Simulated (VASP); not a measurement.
# LiGe6As8 (Fm-3m) in VASP: single point with PBE

Aim: the single point of LiGe6As8 with PBE.

Program: VASP 6.6.1. These are calculated values, not measurements. Logs are shortened: lines on timing, memory, paths and dates and some standing lists are left out, and cuts for length are marked.

**1. The cell of the first run**

It takes space group Fm-3m (No. 225, cubic). The conventional cell has a = 11.411 Å, b = 11.411 Å, c = 11.411 Å, α = 90.00°, β = 90.00°, γ = 90.00°. Within 5.3 Å of Li (site symmetry m-3m) lie 12 Ge at 4.03 Å and 24 As at 4.68 Å. Within 3.1 Å of Ge (site symmetry mmm) lie 4 As at 2.38 Å. Within 3.1 Å of As (site symmetry 3m) lie 3 Ge at 2.38 Å.

The cell was generated, and may not be a known phase.

**2. Single point, PBE**

The input, INCAR:

```
PREC = Accurate
ENCUT = 520
EDIFF = 1E-6
ISMEAR = 0
SIGMA = 0.1
LREAL = Auto
LASPH = True
NELM = 100
ALGO = Normal
ISIF = 2
LWAVE = False
LCHARG = False
GGA = PE
NBANDS = 76
```

The input, KPOINTS:

```
regular mesh
0
Gamma
  4 4 4
```

The input, POSCAR:

```
LiGe6As8
1.0
    0.0000000000      5.7057318400      5.7057318400
    5.7057318400      0.0000000000      5.7057318400
    5.7057318400      5.7057318400      0.0000000000
Li Ge As
1 6 8
Direct
    0.5000000000      0.5000000000      0.5000000000
    0.5000000000      0.0000000000      0.5000000000
    0.5000000000      0.0000000000      0.0000000000
    0.0000000000      0.0000000000      0.5000000000
    0.0000000000      0.5000000000      0.0000000000
    0.0000000000      0.5000000000      0.5000000000
    0.5000000000      0.5000000000      0.0000000000
    0.8575690000      0.4272930000      0.8575690000
    0.1424310000      0.1424310000      0.1424310000
    0.8575690000      0.8575690000      0.8575690000
    0.5727070000      0.1424310000      0.1424310000
    0.8575690000      0.8575690000      0.4272930000
    0.4272930000      0.8575690000      0.8575690000
    0.1424310000      0.1424310000      0.5727070000
    0.1424310000      0.5727070000      0.1424310000
```

Potentials or basis: VASP PAW PBE potentials, release 64 (Li_sv, Ge_d, As).

The run is started by

```console
> cat potpaw_PBE.64/Li_sv/POTCAR potpaw_PBE.64/Ge_d/POTCAR potpaw_PBE.64/As/POTCAR > POTCAR
> mpirun -np 1 vasp_std > vasp.out
```

OUTCAR:

```text
PREC = Accurate
   ENCUT = 520
   EDIFF = 1E-6
   ISMEAR = 0
   LREAL = Auto
   LASPH = True
   NELM = 100
   ISIF = 2
   GGA = PE

 ion  position               nearest neighbor table
   1  0.500  0.500  0.500-
   2  0.500  0.000  0.500-  11 2.38  12 2.38  13 2.38  14 2.38
   3  0.500  0.000  0.000-   9 2.38  10 2.38  11 2.38  13 2.38
   4  0.000  0.000  0.500-   9 2.38  10 2.38  12 2.38  14 2.38
   5  0.000  0.500  0.000-   9 2.38  10 2.38   8 2.38  15 2.38
   6  0.000  0.500  0.500-   8 2.38  12 2.38  14 2.38  15 2.38
   7  0.500  0.500  0.000-   8 2.38  11 2.38  13 2.38  15 2.38
   8  0.858  0.427  0.858-   6 2.38   7 2.38   5 2.38
   9  0.142  0.142  0.142-   3 2.38   4 2.38   5 2.38
  10  0.858  0.858  0.858-   3 2.38   4 2.38   5 2.38
  11  0.573  0.142  0.142-   2 2.38   7 2.38   3 2.38
  12  0.858  0.858  0.427-   2 2.38   6 2.38   4 2.38
  13  0.427  0.858  0.858-   2 2.38   7 2.38   3 2.38
  14  0.142  0.142  0.573-   2 2.38   6 2.38   4 2.38
  15  0.142  0.573  0.142-   6 2.38   7 2.38   5 2.38

  LATTYP: Found a face centered cubic cell.
 ALAT       =    11.4114636800

  Lattice vectors:

 A1 = (   0.0000000000,   5.7057318400,   5.7057318400)
 A2 = (   5.7057318400,   0.0000000000,   5.7057318400)
 A3 = (   5.7057318400,   5.7057318400,   0.0000000000)

Analysis of symmetry for initial positions (statically):
=====================================================================
 Subroutine PRICEL returns:
 Original cell was already a primitive cell.

 Routine SETGRP: Setting up the symmetry group for a
 face centered cubic supercell.

 Subroutine GETGRP returns: Found 48 space group operations
 (whereof 48 operations were pure point group operations)
 out of a pool of 48 trial point group operations.

The static configuration has the point symmetry O_h .

Analysis of symmetry for dynamics (positions and initial velocities):
=====================================================================
 Subroutine PRICEL returns:
 Original cell was already a primitive cell.

 Routine SETGRP: Setting up the symmetry group for a
 face centered cubic supercell.

 Subroutine GETGRP returns: Found 48 space group operations
 (whereof 48 operations were pure point group operations)
 out of a pool of 48 trial point group operations.

The dynamic configuration has the point symmetry O_h .

 Subroutine INISYM returns: Found 48 space group operations
 (whereof 48 operations are pure point group operations),
 and found     1 'primitive' translations

----------------------------------------------------------------------------------------

                                     Primitive cell

  volume of cell :     371.5045

  direct lattice vectors                    reciprocal lattice vectors
     0.000000000  5.705731840  5.705731840    -0.087631178  0.087631178  0.087631178
     5.705731840  0.000000000  5.705731840     0.087631178 -0.087631178  0.087631178
     5.705731840  5.705731840  0.000000000     0.087631178  0.087631178 -0.087631178

  length of vectors
     8.069123351  8.069123351  8.069123351     0.151781652  0.151781652  0.151781652

  position of ions in fractional coordinates (direct lattice)
     0.500000000  0.500000000  0.500000000
     0.500000000  0.000000000  0.500000000
     0.500000000  0.000000000  0.000000000
     0.000000000  0.000000000  0.500000000
     0.000000000  0.500000000  0.000000000
     0.000000000  0.500000000  0.500000000
     0.500000000  0.500000000  0.000000000
     0.857569000  0.427293000  0.857569000
     0.142431000  0.142431000  0.142431000
     0.857569000  0.857569000  0.857569000
     0.572707000  0.142431000  0.142431000
     0.857569000  0.857569000  0.427293000
     0.427293000  0.857569000  0.857569000
     0.142431000  0.142431000  0.572707000
     0.142431000  0.572707000  0.142431000

  ion indices of the primitive-cell ions
   primitive index   ion index
                 1           1
                 2           2
                 3           3
                 4           4
                 5           5
                 6           6
                 7           7
                 8           8
                 9           9
                10          10
                11          11
                12          12
                13          13
                14          14
                15          15

----------------------------------------------------------------------------------------

 KPOINTS: regular mesh

Automatic generation of k-mesh.
 Grid dimensions read from file:
 generate k-points for:    4    4    4

 Generating k-lattice:

  Cartesian coordinates                     Fractional coordinates (reciprocal lattice)
    -0.021907794  0.021907794  0.021907794     0.250000000  0.000000000  0.000000000
     0.021907794 -0.021907794  0.021907794     0.000000000  0.250000000  0.000000000
     0.021907794  0.021907794 -0.021907794     0.000000000  0.000000000  0.250000000

  Length of vectors
     0.037945413  0.037945413  0.037945413

  Shift w.r.t. Gamma in fractional coordinates (k-lattice)
     0.000000000  0.000000000  0.000000000

 Subroutine IBZKPT returns following result:
 ===========================================

 Found      8 irreducible k-points:

 Following reciprocal coordinates:
            Coordinates               Weight
  0.000000  0.000000  0.000000      1.000000
  0.250000  0.000000  0.000000      8.000000
  0.500000  0.000000  0.000000      4.000000
  0.250000  0.250000  0.000000      6.000000
  0.500000  0.250000  0.000000     24.000000
 -0.250000  0.250000  0.000000     12.000000
  0.500000  0.500000  0.000000      3.000000
 -0.250000  0.500000  0.250000      6.000000
   k-points           NKPTS =      8   k-points in BZ     NKDIM =      8   number of bands    NBANDS=     76
   number of dos      NEDOS =    301   number of ions     NIONS =     15
   total plane-waves  NPLWV = 216000
   dimension x,y,z NGX =    60 NGY =   60 NGZ =   60
   dimension x,y,z NGXF=   120 NGYF=  120 NGZF=  120
   ions per type =               1   6   8
   NGX,Y,Z   is equivalent  to a cutoff of  12.36, 12.36, 12.36 a.u.
   NGXF,Y,Z  is equivalent  to a cutoff of  24.72, 24.72, 24.72 a.u.
 SYSTEM =  unknown system
   PREC   = accura    normal or accurate (medium, high low for compatibility)
   ISTART =      0    job   : 0-new  1-cont  2-samecut
   ICHARG =      2    charge: 1-file 2-atom 10-const
   ISPIN  =      1    spin polarized calculation?
   LNONCOLLINEAR =      F non collinear calculations
   LSORBIT =      F    spin-orbit coupling
   LASPH  =      T    aspherical Exc in radial PAW
   ENCUT  =  520.0 eV  38.22 Ry    6.18 a.u.  15.00 15.00 15.00*2*pi/ulx,y,z
   NELM   =    100;   NELMIN=  2; NELMDL= -5     # of ELM steps
   EDIFF  = 0.1E-05   stopping-criterion for ELM
   LREAL  =      T    real-space projection
   EDIFFG = 0.1E-04   stopping-criterion for IOM
   NSW    =      0    number of steps for IOM
   IBRION =     -1    ionic relax: 0-MD 1-quasi-New 2-CG
   NFREE  =      0    steps in history (QN), initial steepest desc. (CG)
   ISIF   =      2    stress and relaxation
   ISYM   =      2    0-nonsym 1-usesym 2-fastsym
   POTIM  = 0.5000    time-step for ionic-motion
   TEBEG  =    0.0;   TEEND  =   0.0 temperature during run
   PSTRESS=    0.0 pullay stress
   NELECT =     127.0000    total number of electrons
   NUPDOWN=      -1.0000    fix difference up-down
   EMIN   =  10.00;   EMAX   =-10.00  energy-range for DOS
   EFERMI =   0.00;   METHOD = LEGACY
   ISMEAR =     0;   SIGMA  =   0.10  broadening in eV -4-tet -1-fermi 0-gaus
   EFERMI_NEDOS =   21; number of points for ismear=-14 and -15
   IALGO  =     38    algorithm
   IMIX   =      4    mixing-type and parameters
     AMIX     =   0.40;   BMIX     =  1.00
     AMIX_MAG =   1.60;   BMIX_MAG =  1.00
  volume/ion in A,a.u.               =      24.77       167.14
  Fermi-wavevector in a.u.,A,eV,Ry     =   1.144690  2.163151 17.827934  1.310316
  Thomas-Fermi vector in A             =   2.281382
   LORBIT       =      0    0 simple, 1 ext, 2 COOP (PROOUT), +10 PAW based schemes
   GGA     = PE    functional components
   LHFCALC =     F    Hartree Fock is set to
   AEXX    =    0.0000 exact exchange contribution
   IVDW    =     0    specifies the selected vdW correction
   LEPSILON=     F    determine dielectric tensor
   LRPA    =     F    only Hartree local field effects (RPA)
 non-spin polarized calculation
 Gauss-broadening in eV      SIGMA  =   0.10
  energy-cutoff  :      520.00
  volume of cell :      371.50
 maximum number of plane-waves:     10086
   NGX = 29   NGY = 29   NGZ = 29

 number of electron     126.9999990 magnetization

 Free energy of the ion-electron system (eV)
  ---------------------------------------------------
  ext. energy  EPLUGINS =         0.00000000
  ---------------------------------------------------
  free energy    TOTEN  =       -55.49735020 eV

  energy without entropy =      -55.47118102  energy(sigma->0) =      -55.48426561

 E-fermi :   3.7314     XC(G=0):  -9.0275

 val. band max:        3.7272609812   @ k =   0.0000   0.0000   0.0000
 cond. band min:       3.7418537578   @ k =   0.5000   0.0000   0.0000
 fundamental gap:      0.0145927767
 Fermi energy:         3.7313707374

 k-point     1 :       0.0000    0.0000    0.0000
  band No.  band energies     occupation
      1     -45.1265      2.00000
      2     -21.1003      2.00000
      3     -21.1003      2.00000
      4     -21.1003      2.00000
      5     -21.0801      2.00000
      6     -21.0801      2.00000
[... 67 lines left out ...]
     74       5.8860      0.00000
     75       5.8860      0.00000
[... 544 lines left out ...]
     74       6.7791      0.00000
     75       6.7793      0.00000
 [bands above 75 left out]

------------------------ aborting loop because EDIFF is reached ----------------------------------------

  FORCE on cell =-STRESS in cart. coord.  units (eV):
  Direction    XX          YY          ZZ          XY          YZ          ZX
  --------------------------------------------------------------------------------------
  -------------------------------------------------------------------------------------
  Total       24.6992784     24.6992784     24.6992784      0.0000000     -0.0000000      0.0000000
  in kB      106.5199077    106.5199077    106.5199077      0.0000000     -0.0000000      0.0000000
  external PRESSURE =     106.5199077 kB  Pullay stress =       0.0000000 kB

 VOLUME and BASIS-vectors are now :
 -----------------------------------------------------------------------------
  energy-cutoff  :      520.00
  volume of cell :      371.50
      direct lattice vectors                 reciprocal lattice vectors
     0.000000000  5.705731840  5.705731840    -0.087631178  0.087631178  0.087631178
     5.705731840  0.000000000  5.705731840     0.087631178 -0.087631178  0.087631178
     5.705731840  5.705731840  0.000000000     0.087631178  0.087631178 -0.087631178

 POSITION                                       TOTAL-FORCE (eV/Angst)
 -----------------------------------------------------------------------------------
      5.70573      5.70573      5.70573        -0.000000     -0.000000      0.000000
      2.85287      5.70573      2.85287        -0.000000     -0.000000      0.000000
      0.00000      2.85287      2.85287        -0.000000     -0.000000      0.000000
      2.85287      2.85287      0.00000        -0.000000     -0.000000      0.000000
      2.85287      0.00000      2.85287        -0.000000     -0.000000      0.000000
      5.70573      2.85287      2.85287        -0.000000     -0.000000      0.000000
      2.85287      2.85287      5.70573        -0.000000     -0.000000      0.000000
      7.33108      9.78612      7.33108        -0.690029      0.690029     -0.690029
      1.62535      1.62535      1.62535        -0.690029     -0.690029     -0.690029
      9.78612      9.78612      9.78612         0.690029      0.690029      0.690029
      1.62535      4.08039      4.08039        -0.690029      0.690029      0.690029
      7.33108      7.33108      9.78612        -0.690029     -0.690029      0.690029
      9.78612      7.33108      7.33108         0.690029     -0.690029     -0.690029
      4.08039      4.08039      1.62535         0.690029      0.690029     -0.690029
      4.08039      1.62535      4.08039         0.690029     -0.690029      0.690029
 -----------------------------------------------------------------------------------
    total drift:                               -0.000000     -0.000000      0.000000

  FREE ENERGIE OF THE ION-ELECTRON SYSTEM (eV)
  ---------------------------------------------------
  free  energy   TOTEN  =       -55.4973501954 eV

  energy  without entropy=      -55.4711810244  energy(sigma->0) =      -55.48426561
```

Run time: 3.4 min. Hardware: 1 thread of AMD EPYC 9R45 (Zen 5), shared host; peak memory 0.52 GiB.

Results:

```
Free energy            : -55.4974 eV
Largest force          : 1.195 eV/Å
Band gap on the k mesh : zero (an odd number of electrons rules out a gap without spin polarisation)
```

Forces on the atoms (eV/Å):
```
Li   0.000  0.000  0.000
Ge   0.000  0.000  0.000
Ge   0.000  0.000  0.000
Ge   0.000  0.000  0.000
Ge   0.000  0.000  0.000
Ge   0.000  0.000  0.000
Ge   0.000  0.000  0.000
As  -0.690  0.690 -0.690
As  -0.690 -0.690 -0.690
As   0.690  0.690  0.690
As  -0.690  0.690  0.690
As  -0.690 -0.690  0.690
As   0.690 -0.690 -0.690
As   0.690  0.690 -0.690
As   0.690 -0.690  0.690
```

Caveat: the cutoff is under 1.25 times the usual one of these potentials, so pressure, stress and relaxed cells hold a basis-set (Pulay) error; forces of over 1 eV/Å act on the atoms, so gaps and moduli don't describe the material at rest.
